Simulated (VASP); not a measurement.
# V (P6_3/mmc) in VASP: a series of runs

V is run at these levels: PBEsol; tasks: single point.

Everything below comes from runs of VASP 6.6.1. Logs are shortened: lines on timing, memory, paths and dates and some standing lists are left out, and cuts for length are marked.

## 1. The cell of the first run

It takes space group P6_3/mmc (No. 194, hexagonal). The conventional cell has a = 2.526 Å, b = 2.526 Å, c = 4.582 Å, α = 90.00°, β = 90.00°, γ = 120.00°. Within 3.3 Å of V (site symmetry -6m2) lie 12 V at 2.53 to 2.72 Å.

## 2. Single point, PBEsol (strain -0.030 along x and y, -0.030 along z)

Input file INCAR:

```
PREC     = Accurate       # precision mode
ENCUT    = 520            # plane-wave cutoff, eV
EDIFF    = 1E-6           # SCF threshold, eV
ISMEAR   = 0              # smearing method
SIGMA    = 0.15           # smearing width, eV
LREAL    = False          # projectors in reciprocal space
LASPH    = True           # aspherical terms in the spheres
NELM     = 80             # most SCF steps
ALGO     = Fast           # electronic algorithm
ISIF     = 2              # what is computed and relaxed
LWAVE    = False          # write WAVECAR
LCHARG   = False          # write CHGCAR
GGA      = PS             # functional
NBANDS   = 20             # bands
```

Input file KPOINTS:

```
regular mesh
0
Gamma
  21 21 10
```

Input file POSCAR:

```
V
1.0
    2.5261652796      0.0000000000      0.0000000000
   -1.2630826398      2.1877233063      0.0000000000
    0.0000000000      0.0000000000      4.5816359200
V
2
Direct
    0.6666666667      0.3333333333      0.7500000000
    0.3333333333      0.6666666667      0.2500000000
```

Potentials or basis: VASP PAW PBE potentials, release 64 (V_sv).

Launch:

```
$ cat potpaw_PBE.64/V_sv/POTCAR > POTCAR
$ mpirun -np 1 vasp_std > vasp.out
```

OUTCAR:

```text
PREC = Accurate
   ENCUT = 520
   EDIFF = 1E-6
   ISMEAR = 0
   LREAL = False
   LASPH = True
   NELM = 80
   ISIF = 2
   GGA = PS

 ion  position               nearest neighbor table
   1  0.667  0.333  0.750-   2 2.72   2 2.72   2 2.72   2 2.72   2 2.72   2 2.72
   2  0.333  0.667  0.250-   1 2.72   1 2.72   1 2.72   1 2.72   1 2.72   1 2.72

  LATTYP: Found a hexagonal cell.
 ALAT       =     2.5261652796
 C/A-ratio  =     1.8136722712

  Lattice vectors:

 A1 = (   2.5261652796,   0.0000000000,   0.0000000000)
 A2 = (  -1.2630826398,   2.1877233063,   0.0000000000)
 A3 = (   0.0000000000,   0.0000000000,   4.5816359200)

Analysis of symmetry for initial positions (statically):
=====================================================================
 Subroutine PRICEL returns:
 Original cell was already a primitive cell.

 Routine SETGRP: Setting up the symmetry group for a
 hexagonal supercell.

 Subroutine GETGRP returns: Found 24 space group operations
 (whereof 12 operations were pure point group operations)
 out of a pool of 24 trial point group operations.

The static configuration has the point symmetry D_3d.
 The point group associated with its full space group is D_6h.

Analysis of symmetry for dynamics (positions and initial velocities):
=====================================================================
 Subroutine PRICEL returns:
 Original cell was already a primitive cell.

 Routine SETGRP: Setting up the symmetry group for a
 hexagonal supercell.

 Subroutine GETGRP returns: Found 24 space group operations
 (whereof 12 operations were pure point group operations)
 out of a pool of 24 trial point group operations.

The dynamic configuration has the point symmetry D_3d.
 The point group associated with its full space group is D_6h.

 Subroutine INISYM returns: Found 24 space group operations
 (whereof 12 operations are pure point group operations),
 and found     1 'primitive' translations

----------------------------------------------------------------------------------------

                                     Primitive cell

  volume of cell :      25.3206

  direct lattice vectors                    reciprocal lattice vectors
     2.526165280  0.000000000  0.000000000     0.395856917  0.228548098  0.000000000
    -1.263082640  2.187723306  0.000000000     0.000000000  0.457096195  0.000000000
     0.000000000  0.000000000  4.581635920     0.000000000  0.000000000  0.218262651

  length of vectors
     2.526165280  2.526165280  4.581635920     0.457096195  0.457096195  0.218262651

  position of ions in fractional coordinates (direct lattice)
     0.666666667  0.333333333  0.750000000
     0.333333333  0.666666667  0.250000000

  ion indices of the primitive-cell ions
   primitive index   ion index
                 1           1
                 2           2

----------------------------------------------------------------------------------------

 KPOINTS: regular mesh

Automatic generation of k-mesh.
 Grid dimensions read from file:
 generate k-points for:   21   21   10

 Generating k-lattice:

  Cartesian coordinates                     Fractional coordinates (reciprocal lattice)
     0.018850329  0.010883243  0.000000000     0.047619048 -0.000000000  0.000000000
     0.000000000  0.021766485  0.000000000     0.000000000  0.047619048  0.000000000
     0.000000000  0.000000000  0.021826265     0.000000000  0.000000000  0.100000000

  Length of vectors
     0.021766485  0.021766485  0.021826265

  Shift w.r.t. Gamma in fractional coordinates (k-lattice)
     0.000000000  0.000000000  0.000000000

 Subroutine IBZKPT returns following result:
 ===========================================

 Found    288 irreducible k-points:

 Following reciprocal coordinates:
            Coordinates               Weight
  0.000000  0.000000  0.000000      1.000000
  0.047619 -0.000000  0.000000      6.000000
  0.095238 -0.000000  0.000000      6.000000
  0.142857  0.000000  0.000000      6.000000
  0.190476 -0.000000  0.000000      6.000000
  0.238095 -0.000000  0.000000      6.000000
[... 16 lines left out ...]
  0.142857  0.095238  0.000000     12.000000
  0.190476  0.095238  0.000000     12.000000
 [... further k-points ...]
   k-points           NKPTS =    288   k-points in BZ     NKDIM =    288   number of bands    NBANDS=     20
   number of dos      NEDOS =    301   number of ions     NIONS =      2
   total plane-waves  NPLWV =  14400
   dimension x,y,z NGX =    20 NGY =   20 NGZ =   36
   dimension x,y,z NGXF=    40 NGYF=   40 NGZF=   72
   ions per type =               2
   NGX,Y,Z   is equivalent  to a cutoff of  13.16, 13.16, 13.06 a.u.
   NGXF,Y,Z  is equivalent  to a cutoff of  26.32, 26.32, 26.13 a.u.
 SYSTEM =  unknown system
   PREC   = accura    normal or accurate (medium, high low for compatibility)
   ISTART =      0    job   : 0-new  1-cont  2-samecut
   ICHARG =      2    charge: 1-file 2-atom 10-const
   ISPIN  =      1    spin polarized calculation?
   LNONCOLLINEAR =      F non collinear calculations
   LSORBIT =      F    spin-orbit coupling
   LASPH  =      T    aspherical Exc in radial PAW
   ENCUT  =  520.0 eV  38.22 Ry    6.18 a.u.   4.70  4.70  8.52*2*pi/ulx,y,z
   NELM   =     80;   NELMIN=  2; NELMDL= -5     # of ELM steps
   EDIFF  = 0.1E-05   stopping-criterion for ELM
   LREAL  =      F    real-space projection
   EDIFFG = 0.1E-04   stopping-criterion for IOM
   NSW    =      0    number of steps for IOM
   IBRION =     -1    ionic relax: 0-MD 1-quasi-New 2-CG
   NFREE  =      0    steps in history (QN), initial steepest desc. (CG)
   ISIF   =      2    stress and relaxation
   ISYM   =      2    0-nonsym 1-usesym 2-fastsym
   POTIM  = 0.5000    time-step for ionic-motion
   TEBEG  =    0.0;   TEEND  =   0.0 temperature during run
   PSTRESS=    0.0 pullay stress
   NELECT =      26.0000    total number of electrons
   NUPDOWN=      -1.0000    fix difference up-down
   EMIN   =  10.00;   EMAX   =-10.00  energy-range for DOS
   EFERMI =   0.00;   METHOD = LEGACY
   ISMEAR =     0;   SIGMA  =   0.15  broadening in eV -4-tet -1-fermi 0-gaus
   EFERMI_NEDOS =   21; number of points for ismear=-14 and -15
   IALGO  =     68    algorithm
   IMIX   =      4    mixing-type and parameters
     AMIX     =   0.40;   BMIX     =  1.00
     AMIX_MAG =   1.60;   BMIX_MAG =  1.00
  volume/ion in A,a.u.               =      12.66        85.44
  Fermi-wavevector in a.u.,A,eV,Ry     =   1.651611  3.121092 37.114218  2.727818
  Thomas-Fermi vector in A             =   2.740361
   LORBIT       =      0    0 simple, 1 ext, 2 COOP (PROOUT), +10 PAW based schemes
   GGA     = PS    functional components
   LHFCALC =     F    Hartree Fock is set to
   AEXX    =    0.0000 exact exchange contribution
   IVDW    =     0    specifies the selected vdW correction
   LEPSILON=     F    determine dielectric tensor
   LRPA    =     F    only Hartree local field effects (RPA)
 non-spin polarized calculation
 RMM-DIIS sequential band-by-band and
 Gauss-broadening in eV      SIGMA  =   0.15
  energy-cutoff  :      520.00
  volume of cell :       25.32
 maximum number of plane-waves:       700
 NGX is ok and might be reduce to    20
   NGX =  9   NGY =  9   NGZ = 17

 number of electron      25.9999987 magnetization

 Free energy of the ion-electron system (eV)
  ---------------------------------------------------
  ext. energy  EPLUGINS =         0.00000000
  ---------------------------------------------------
  free energy    TOTEN  =       -18.70792697 eV

  energy without entropy =      -18.67383823  energy(sigma->0) =      -18.69088260

 E-fermi :  10.7336     XC(G=0): -13.3849

 val. band max:       10.7281796835   @ k =   0.2857   0.1905   0.2000
 cond. band min:      10.7450465180   @ k =   0.4286   0.1429   0.1000
 fundamental gap:      0.0168668345
 Fermi energy:        10.7335916463

 k-point     1 :       0.0000    0.0000    0.0000
  band No.  band energies     occupation
      1     -52.9827      2.00000
      2     -52.8235      2.00000
      3     -27.2871      2.00000
      4     -26.4184      2.00000
      5     -26.2552      2.00000
      6     -26.2552      2.00000
[... 12 lines left out ...]
     19      13.9562      0.00000
     20      13.9562      0.00000

 k-point     2 :       0.0476   -0.0000    0.0000
  band No.  band energies     occupation
      1     -52.9768      2.00000
      2     -52.8192      2.00000
      3     -27.2787      2.00000
      4     -26.4188      2.00000
      5     -26.2814      2.00000
      6     -26.2622      2.00000
[... 12 lines left out ...]
     19      13.9698      0.00000
     20      14.1782      0.00000

 k-point     3 :       0.0952   -0.0000    0.0000
  band No.  band energies     occupation
      1     -52.9596      2.00000
      2     -52.8067      2.00000
      3     -27.2539      2.00000
      4     -26.4201      2.00000
      5     -26.3575      2.00000
      6     -26.2826      2.00000
[... 12 lines left out ...]
     19      14.0023      0.00000
     20      14.7270      0.00000

 k-point     4 :       0.1429    0.0000    0.0000
  band No.  band energies     occupation
      1     -52.9324      2.00000
      2     -52.7871      2.00000
      3     -27.2140      2.00000
      4     -26.4766      2.00000
      5     -26.4229      2.00000
      6     -26.4011      2.00000
[... 12 lines left out ...]
     19      14.0377      0.00000
     20      15.4517      0.00000

 k-point     5 :       0.1905   -0.0000    0.0000
  band No.  band energies     occupation
      1     -52.8973      2.00000
      2     -52.7624      2.00000
      3     -27.1614      2.00000
      4     -26.6279      2.00000
      5     -26.5490      2.00000
      6     -26.4282      2.00000
[... 12 lines left out ...]
     19      14.0646      0.00000
     20      16.2730      0.00000
[... 353 lines left out ...]
      6     -26.5626      2.00000
[... 12 lines left out ...]
     19      15.9322      0.00000
     20      17.6613      0.00000

 k-point    22 :       0.0952    0.0952    0.0000
  band No.  band energies     occupation
      1     -52.9169      2.00000
      2     -52.7761      2.00000
      3     -27.1910      2.00000
      4     -26.5253      2.00000
      5     -26.4808      2.00000
      6     -26.4250      2.00000
[... 12 lines left out ...]
     19      13.9921      0.00000
     20      15.8479      0.00000

 k-point    23 :       0.1429    0.0952    0.0000
  band No.  band energies     occupation
      1     -52.8832      2.00000
      2     -52.7526      2.00000
      3     -27.1398      2.00000
      4     -26.6575      2.00000
      5     -26.6165      2.00000
      6     -26.4309      2.00000
[... 12 lines left out ...]
     19      13.9751      0.00000
     20      16.6255      0.00000

 k-point    24 :       0.1905    0.0952    0.0000
  band No.  band energies     occupation
      1     -52.8444      2.00000
      2     -52.7265      2.00000
      3     -27.0792      2.00000
      4     -26.8121      2.00000
      5     -26.7587      2.00000
      6     -26.4403      2.00000
[... 12 lines left out ...]
     19      13.9571      0.00000
     20      17.4771      0.00000

 [... further k-points ...]
[... 5 lines left out ...]
  --------------------------------------------------------------------------------------
  -------------------------------------------------------------------------------------
  Total        1.7504682      1.7504682      1.5644709      0.0000000      0.0000000     -0.0000000
  in kB      110.7618210    110.7618210     98.9927413      0.0000000      0.0000000     -0.0000000
  external PRESSURE =     106.8387944 kB  Pullay stress =       0.0000000 kB

 VOLUME and BASIS-vectors are now :
 -----------------------------------------------------------------------------
  energy-cutoff  :      520.00
  volume of cell :       25.32
      direct lattice vectors                 reciprocal lattice vectors
     2.526165280  0.000000000  0.000000000     0.395856917  0.228548098  0.000000000
    -1.263082640  2.187723306  0.000000000     0.000000000  0.457096195  0.000000000
     0.000000000  0.000000000  4.581635920     0.000000000  0.000000000  0.218262651

 POSITION                                       TOTAL-FORCE (eV/Angst)
 -----------------------------------------------------------------------------------
      1.26308      0.72924      3.43623         0.000000      0.000000      0.000000
     -0.00000      1.45848      1.14541        -0.000000     -0.000000      0.000000
 -----------------------------------------------------------------------------------
    total drift:                               -0.000000      0.000000     -0.000000

  FREE ENERGIE OF THE ION-ELECTRON SYSTEM (eV)
  ---------------------------------------------------
  free  energy   TOTEN  =       -18.7079269668 eV

  energy  without entropy=      -18.6738382280  energy(sigma->0) =      -18.69088260
```

Run time: 49 s. Hardware: 1 thread of Intel Xeon 6975P-C (Granite Rapids), shared host; peak memory 0.23 GiB.

What came out:

```
Free energy            : -18.7079 eV
Pressure               : 10.7 GPa
Band gap on the k mesh : zero (band 13 reaches 12.55 eV, above the bottom of band 14 at 10.10 eV)
```

Stress tensor (GPa, compression positive):
```
11.08  0.00  0.00
 0.00 11.08  0.00
 0.00  0.00  9.90
```

Caveat: the cell differs from its parent crystal (strain -0.030 along x and y, -0.030 along z); the PAW data sets were made with another functional, which shifts forces and pressure a little.

(Part 1 of 2 ends here.)
